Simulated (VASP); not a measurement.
# BN (I-4m2) in VASP: a series of runs

BN is run at these levels: r2SCAN; tasks: single point.

All numbers are computed with VASP 6.6.1; they aren't measurements. Logs are shortened: lines on timing, memory, paths and dates and some standing lists are left out, and cuts for length are marked.

## Step 1: The cell of the first run

The structure is tetragonal, space group I-4m2 (No. 119). The conventional cell has a = 2.552 Å, b = 2.552 Å, c = 3.718 Å, α = 90.00°, β = 90.00°, γ = 90.00°. Within 2.1 Å of B (site symmetry -4m2) lie 4 N at 1.58 Å. N (site symmetry -4m2) has 4 B at 1.58 Å within 2.1 Å.

## Step 2: Single point, r2SCAN (strain +0.0300 x Voigt [0, 0, 1, 0, 0, 0])

Contents of POSCAR:

```
BN
1.0
    0.0000000000      1.8048137558      1.8589581685
    1.8048137558      0.0000000000      1.8589581685
    1.8048137558      1.8048137558      0.0000000000
B N
1 1
Direct
    0.0000000000      0.0000000000      0.0000000000
    0.7500000000      0.7500000000      0.7500000000
```

Contents of INCAR.step1:

```
SYSTEM = BN
PREC = Accurate ; ENCUT = 1460
ISMEAR = 0 ; SIGMA = 0.05
LREAL = .FALSE. ; LASPH = .TRUE.
NELM = 120 ; NBANDS = 11
GGA = PE ; ALGO = Normal
EDIFF = 1E-5 ; LWAVE = .TRUE.
LCHARG = .FALSE. ; GGA_COMPAT = .FALSE.
```

Contents of INCAR.step2:

```
SYSTEM = BN
PREC = Accurate ; ENCUT = 1460
EDIFF = 1E-6 ; ISMEAR = 0
SIGMA = 0.05 ; LREAL = .FALSE.
LASPH = .TRUE. ; NELM = 120
ALGO = Normal ; ISIF = 2
LWAVE = .FALSE. ; LCHARG = .FALSE.
METAGGA = R2SCAN ; LMIXTAU = .TRUE.
NBANDS = 11 ; ISTART = 1
GGA_COMPAT = .FALSE.
```

Contents of KPOINTS:

```
regular mesh
0
G
  12 12 12
  0 0 0
```

Potentials or basis: VASP PAW PBE potentials, release 64 (B_h, N_h).

The run is started by

```console
$ cat potpaw_PBE.64/B_h/POTCAR potpaw_PBE.64/N_h/POTCAR > POTCAR
$ cp INCAR.step1 INCAR
$ mpirun -np 1 vasp_std > vasp.out
$ cp INCAR.step2 INCAR
$ mpirun -np 1 vasp_std > vasp.out
```

OUTCAR:

```text
SYSTEM = BN
   PREC = Accurate
   ENCUT = 1460
   EDIFF = 1E-6
   ISMEAR = 0
   LREAL = .FALSE.
   LASPH = .TRUE.
   NELM = 120
   ISIF = 2
   METAGGA = R2SCAN
   ISTART = 1

 ion  position               nearest neighbor table
   1  0.000  0.000  0.000-
   2  0.750  0.750  0.750-

  LATTYP: Found a body centered tetragonal cell.
 ALAT       =     2.5523920910
 C/A-ratio  =     1.4566399693

  Lattice vectors:

 A1 = (  -1.8048137558,   0.0000000000,   1.8589581685)
 A2 = (   1.8048137558,   0.0000000000,   1.8589581685)
 A3 = (   0.0000000000,   1.8048137558,  -1.8589581685)

Analysis of symmetry for initial positions (statically):
=====================================================================
 Subroutine PRICEL returns:
 Original cell was already a primitive cell.

 Routine SETGRP: Setting up the symmetry group for a
 body centered tetragonal supercell.

 Subroutine GETGRP returns: Found  8 space group operations
 (whereof  8 operations were pure point group operations)
 out of a pool of 16 trial point group operations.

The static configuration has the point symmetry D_2d.

Analysis of symmetry for dynamics (positions and initial velocities):
=====================================================================
 Subroutine PRICEL returns:
 Original cell was already a primitive cell.

 Routine SETGRP: Setting up the symmetry group for a
 body centered tetragonal supercell.

 Subroutine GETGRP returns: Found  8 space group operations
 (whereof  8 operations were pure point group operations)
 out of a pool of 16 trial point group operations.

The dynamic configuration has the point symmetry D_2d.

 Subroutine INISYM returns: Found  8 space group operations
 (whereof  8 operations are pure point group operations),
 and found     1 'primitive' translations

----------------------------------------------------------------------------------------

                                     Primitive cell

  volume of cell :      12.1106

  direct lattice vectors                    reciprocal lattice vectors
     0.000000000  1.804813756  1.858958169    -0.277036896  0.277036896  0.268967860
     1.804813756  0.000000000  1.858958169     0.277036896 -0.277036896  0.268967860
     1.804813756  1.804813756  0.000000000     0.277036896  0.277036896 -0.268967860

  length of vectors
     2.590960858  2.590960858  2.552392091     0.475228990  0.475228990  0.475228990

  position of ions in fractional coordinates (direct lattice)
     0.000000000  0.000000000  0.000000000
     0.750000000  0.750000000  0.750000000

  ion indices of the primitive-cell ions
   primitive index   ion index
                 1           1
                 2           2

----------------------------------------------------------------------------------------

 KPOINTS: regular mesh

Automatic generation of k-mesh.
 Grid dimensions read from file:
 generate k-points for:   12   12   12

 Generating k-lattice:

  Cartesian coordinates                     Fractional coordinates (reciprocal lattice)
    -0.023086408  0.023086408  0.022413988     0.083333333  0.000000000  0.000000000
     0.023086408 -0.023086408  0.022413988     0.000000000  0.083333333  0.000000000
     0.023086408  0.023086408 -0.022413988     0.000000000  0.000000000  0.083333333

  Length of vectors
     0.039602416  0.039602416  0.039602416

  Shift w.r.t. Gamma in fractional coordinates (k-lattice)
     0.000000000  0.000000000  0.000000000

 Subroutine IBZKPT returns following result:
 ===========================================

 Found    163 irreducible k-points:

 Following reciprocal coordinates:
            Coordinates               Weight
  0.000000  0.000000  0.000000      1.000000
  0.083333 -0.000000  0.000000      8.000000
  0.166667 -0.000000  0.000000      8.000000
  0.250000  0.000000  0.000000      8.000000
  0.333333  0.000000  0.000000      8.000000
  0.416667 -0.000000  0.000000      8.000000
[... 16 lines left out ...]
  0.500000  0.166667  0.000000      8.000000
 -0.416667  0.166667  0.000000      8.000000
 [... further k-points ...]
   k-points           NKPTS =    163   k-points in BZ     NKDIM =    163   number of bands    NBANDS=     11
   number of dos      NEDOS =    301   number of ions     NIONS =      2
   total plane-waves  NPLWV =  32768
   dimension x,y,z NGX =    32 NGY =   32 NGZ =   32
   dimension x,y,z NGXF=    64 NGYF=   64 NGZF=   64
   ions per type =               1   1
   NGX,Y,Z   is equivalent  to a cutoff of  20.53, 20.53, 20.84 a.u.
   NGXF,Y,Z  is equivalent  to a cutoff of  41.06, 41.06, 41.69 a.u.
 SYSTEM =  BN
   PREC   = accura    normal or accurate (medium, high low for compatibility)
   ISTART =      1    job   : 0-new  1-cont  2-samecut
   ICHARG =      0    charge: 1-file 2-atom 10-const
   ISPIN  =      1    spin polarized calculation?
   LNONCOLLINEAR =      F non collinear calculations
   LSORBIT =      F    spin-orbit coupling
   LASPH  =      T    aspherical Exc in radial PAW
   ENCUT  = 1460.0 eV 107.31 Ry   10.36 a.u.   8.07  8.07  7.95*2*pi/ulx,y,z
   NELM   =    120;   NELMIN=  2; NELMDL=  0     # of ELM steps
   EDIFF  = 0.1E-05   stopping-criterion for ELM
   LREAL  =      F    real-space projection
   EDIFFG = 0.1E-04   stopping-criterion for IOM
   NSW    =      0    number of steps for IOM
   IBRION =     -1    ionic relax: 0-MD 1-quasi-New 2-CG
   NFREE  =      0    steps in history (QN), initial steepest desc. (CG)
   ISIF   =      2    stress and relaxation
   ISYM   =      2    0-nonsym 1-usesym 2-fastsym
   POTIM  = 0.5000    time-step for ionic-motion
   TEBEG  =    0.0;   TEEND  =   0.0 temperature during run
   PSTRESS=    0.0 pullay stress
   NELECT =       8.0000    total number of electrons
   NUPDOWN=      -1.0000    fix difference up-down
   EMIN   =  10.00;   EMAX   =-10.00  energy-range for DOS
   EFERMI =   0.00;   METHOD = LEGACY
   ISMEAR =     0;   SIGMA  =   0.05  broadening in eV -4-tet -1-fermi 0-gaus
   EFERMI_NEDOS =   21; number of points for ismear=-14 and -15
   IALGO  =     38    algorithm
   IMIX   =      4    mixing-type and parameters
     AMIX     =   0.40;   BMIX     =  1.00
     AMIX_MAG =   1.60;   BMIX_MAG =  1.00
  volume/ion in A,a.u.               =       6.06        40.86
  Fermi-wavevector in a.u.,A,eV,Ry     =   1.425772  2.694318 27.658267  2.032825
  Thomas-Fermi vector in A             =   2.546120
   LORBIT       =      0    0 simple, 1 ext, 2 COOP (PROOUT), +10 PAW based schemes
   METAGGA = R2SCAN    functional components
   LHFCALC =     F    Hartree Fock is set to
   AEXX    =    0.0000 exact exchange contribution
   IVDW    =     0    specifies the selected vdW correction
   LEPSILON=     F    determine dielectric tensor
   LRPA    =     F    only Hartree local field effects (RPA)
 non-spin polarized calculation
 Gauss-broadening in eV      SIGMA  =   0.05
  energy-cutoff  :     1460.00
  volume of cell :       12.11
 maximum number of plane-waves:      1564
   NGX = 17   NGY = 17   NGZ = 15

 number of electron       8.0000000 magnetization

 Free energy of the ion-electron system (eV)
  ---------------------------------------------------
  ext. energy  EPLUGINS =         0.00000000
  ---------------------------------------------------
  free energy    TOTEN  =       -19.17703245 eV

  energy without entropy =      -19.17703245  energy(sigma->0) =      -19.17703245

 E-fermi :   8.9180     XC(G=0): -13.6228

 val. band max:        8.6810388340   @ k =   0.0000   0.0000   0.0000
 cond. band min:      13.3726336392   @ k =   0.5000   0.0000   0.5000
 fundamental gap:      4.6915948052
 Fermi energy:         8.9180499544

 k-point     1 :       0.0000    0.0000    0.0000
  band No.  band energies     occupation
      1     -12.4167      2.00000
      2       8.3736      2.00000
      3       8.6810      2.00000
      4       8.6810      2.00000
      5      17.9393      0.00000
      6      17.9393      0.00000
      7      18.1535      0.00000
      8      19.2039      0.00000
      9      34.2305      0.00000
     10      36.0951      0.00000
     11      37.0875      0.00000

 k-point     2 :       0.0833   -0.0000    0.0000
  band No.  band energies     occupation
      1     -12.2453      2.00000
      2       7.6185      2.00000
      3       8.3096      2.00000
      4       8.5122      2.00000
      5      18.0889      0.00000
      6      18.2230      0.00000
      7      18.4439      0.00000
      8      19.8284      0.00000
      9      33.9992      0.00000
     10      34.3339      0.00000
     11      35.4918      0.00000

 k-point     3 :       0.1667   -0.0000    0.0000
  band No.  band energies     occupation
      1     -11.7382      2.00000
      2       5.4881      2.00000
      3       7.8185      2.00000
      4       8.0995      2.00000
      5      18.3206      0.00000
      6      18.8984      0.00000
      7      19.0600      0.00000
      8      21.2943      0.00000
      9      32.7776      0.00000
     10      33.7381      0.00000
     11      33.7760      0.00000

 k-point     4 :       0.2500    0.0000    0.0000
  band No.  band energies     occupation
      1     -10.9225      2.00000
      2       2.9691      2.00000
      3       7.2680      2.00000
      4       7.6208      2.00000
      5      18.5196      0.00000
      6      19.5796      0.00000
      7      19.6418      0.00000
      8      22.7782      0.00000
      9      32.4898      0.00000
     10      33.2108      0.00000
     11      33.2950      0.00000
[... 239 lines left out ...]
 k-point    22 :       0.4167    0.1667    0.0000
  band No.  band energies     occupation
      1      -9.0508      2.00000
      2       0.2934      2.00000
      3       5.1356      2.00000
      4       5.8304      2.00000
      5      17.9186      0.00000
      6      21.2590      0.00000
      7      22.2650      0.00000
      8      23.2905      0.00000
      9      29.7746      0.00000
     10      35.5296      0.00000
     11      38.0182      0.00000

 k-point    23 :       0.5000    0.1667    0.0000
  band No.  band energies     occupation
      1      -8.1002      2.00000
      2      -1.2661      2.00000
      3       4.5142      2.00000
      4       5.9191      2.00000
      5      18.3104      0.00000
      6      21.1545      0.00000
      7      22.0290      0.00000
      8      24.6023      0.00000
      9      30.3679      0.00000
     10      35.8038      0.00000
     11      37.2058      0.00000

 k-point    24 :      -0.4167    0.1667    0.0000
  band No.  band energies     occupation
      1      -7.8718      2.00000
      2      -1.5965      2.00000
      3       4.1163      2.00000
      4       6.2445      2.00000
      5      18.8142      0.00000
      6      21.0014      0.00000
      7      21.6021      0.00000
      8      25.0225      0.00000
      9      30.8766      0.00000
     10      34.8665      0.00000
     11      36.2415      0.00000

 [... further k-points ...]

------------------------ aborting loop because EDIFF is reached ----------------------------------------

  FORCE on cell =-STRESS in cart. coord.  units (eV):
  Direction    XX          YY          ZZ          XY          YZ          ZX
  --------------------------------------------------------------------------------------
  -------------------------------------------------------------------------------------
  Total       -0.3691268     -0.3691268     -1.8371346      0.0000000      0.0000000      0.0000000
  in kB      -48.8339336    -48.8339336   -243.0452676      0.0000000      0.0000000      0.0000000
  external PRESSURE =    -113.5710449 kB  Pullay stress =       0.0000000 kB

 VOLUME and BASIS-vectors are now :
 -----------------------------------------------------------------------------
  energy-cutoff  :     1460.00
  volume of cell :       12.11
      direct lattice vectors                 reciprocal lattice vectors
     0.000000000  1.804813756  1.858958169    -0.277036896  0.277036896  0.268967860
     1.804813756  0.000000000  1.858958169     0.277036896 -0.277036896  0.268967860
     1.804813756  1.804813756  0.000000000     0.277036896  0.277036896 -0.268967860

 POSITION                                       TOTAL-FORCE (eV/Angst)
 -----------------------------------------------------------------------------------
      0.00000      0.00000      0.00000         0.000000      0.000000      0.000000
      2.70722      2.70722      2.78844        -0.000000     -0.000000     -0.000000
 -----------------------------------------------------------------------------------
    total drift:                                0.000000      0.000000      0.000000

  FREE ENERGIE OF THE ION-ELECTRON SYSTEM (eV)
  ---------------------------------------------------
  free  energy   TOTEN  =       -19.1770324519 eV

  energy  without entropy=      -19.1770324519  energy(sigma->0) =      -19.17703245
```

Run time: 2.5 min. Hardware: 1 thread of Intel Xeon Platinum 8259CL at 2.50GHz (Skylake/Cascade Lake), shared host; peak memory 0.24 GiB.

Results:

| Quantity | Value |
| --- | --- |
| Free energy | -19.1770 eV |
| Pressure | -11.4 GPa |
| Band gap on the k mesh | 4.69 eV (least direct gap 9.26 eV) |

Caveat: the cell differs from its parent crystal (strain +0.0300 x Voigt [0, 0, 1, 0, 0, 0]); the stress differs along the axes, from -24 to -5 GPa; the PAW data sets were made with another functional, which shifts forces and pressure a little. A k mesh can miss the band edges.

## Step 3: Single point, r2SCAN (strain +0.0150 x Voigt [0, 0, 1, 0, 0, 0])

Contents of POSCAR:

```
BN
1.0
    0.0000000000      1.8048137558      1.8318859621
    1.8048137558      0.0000000000      1.8318859621
    1.8048137558      1.8048137558      0.0000000000
B N
1 1
Direct
    0.0000000000      0.0000000000      0.0000000000
    0.7500000000      0.7500000000      0.7500000000
```

Contents of INCAR.step1:

```
PREC     = Accurate       # precision mode
ENCUT    = 1460           # plane-wave cutoff, eV
ISMEAR   = 0              # smearing method
SIGMA    = 0.05           # smearing width, eV
LREAL    = False          # projectors in reciprocal space
LASPH    = True           # aspherical terms in the spheres
NELM     = 120            # most SCF steps
NBANDS   = 11             # bands
GGA      = PE             # functional
ALGO     = Normal         # electronic algorithm
EDIFF    = 1E-5           # SCF threshold, eV
LWAVE    = True           # write WAVECAR
LCHARG   = False          # write CHGCAR
GGA_COMPAT= False
```

Contents of INCAR.step2:

```
PREC     = Accurate       # precision mode
ENCUT    = 1460           # plane-wave cutoff, eV
EDIFF    = 1E-6           # SCF threshold, eV
ISMEAR   = 0              # smearing method
SIGMA    = 0.05           # smearing width, eV
LREAL    = False          # projectors in reciprocal space
LASPH    = True           # aspherical terms in the spheres
NELM     = 120            # most SCF steps
ALGO     = Normal         # electronic algorithm
ISIF     = 2              # what is computed and relaxed
LWAVE    = False          # write WAVECAR
LCHARG   = False          # write CHGCAR
METAGGA  = R2SCAN         # meta-GGA
LMIXTAU  = True         
NBANDS   = 11             # bands
ISTART   = 1            
GGA_COMPAT= False
```

Contents of KPOINTS:

```
Automatic mesh
0
Gamma
  12 12 12
```

Potentials or basis: VASP PAW PBE potentials, release 64 (B_h, N_h).

The run is started by

```console
$ cat potpaw_PBE.64/B_h/POTCAR potpaw_PBE.64/N_h/POTCAR > POTCAR
$ cp INCAR.step1 INCAR
$ mpirun -np 1 vasp_std > vasp.out
$ cp INCAR.step2 INCAR
$ mpirun -np 1 vasp_std > vasp.out
```

It took 3.3 min on 1 thread of AMD EPYC 7R13 (Zen 3), shared host; peak memory 0.22 GiB.

The run converged. Its results:

| Item | Value |
| --- | --- |
| Free energy | -19.1971 eV |
| Pressure | -6.1 GPa |
| Band gap on the k mesh | 4.84 eV (least direct gap 9.41 eV) |

Stress tensor (GPa, compression positive):
```
 -2.84   0.00   0.00
  0.00  -2.84   0.00
  0.00   0.00 -12.57
```

Levels at points of the mesh, in eV from the valence-band top:
```csv
k point,band 1,band 2,band 3,band 4,band 5,band 6,band 7,band 8
"(0.00, 0.00, 0.00)",-21.21,-0.15,0.00,0.00,9.41,9.41,9.52,10.83
"(0.50, 0.00, 0.00)",-16.97,-11.03,-2.16,-1.92,10.50,11.38,11.46,16.25
"(0.50, 0.50, 0.00)",-15.68,-9.44,-4.95,-4.95,5.11,9.94,19.04,19.04
"(0.50, 0.00, 0.50)",-15.51,-9.22,-5.16,-5.15,4.84,9.58,18.95,19.18
```

Caveat: the cell differs from its parent crystal (strain +0.0150 x Voigt [0, 0, 1, 0, 0, 0]); the stress differs along the axes, from -13 to -3 GPa; the PAW data sets were made with another functional, which shifts forces and pressure a little. A k mesh can miss the band edges.

(Part 1 of 2 ends here.)
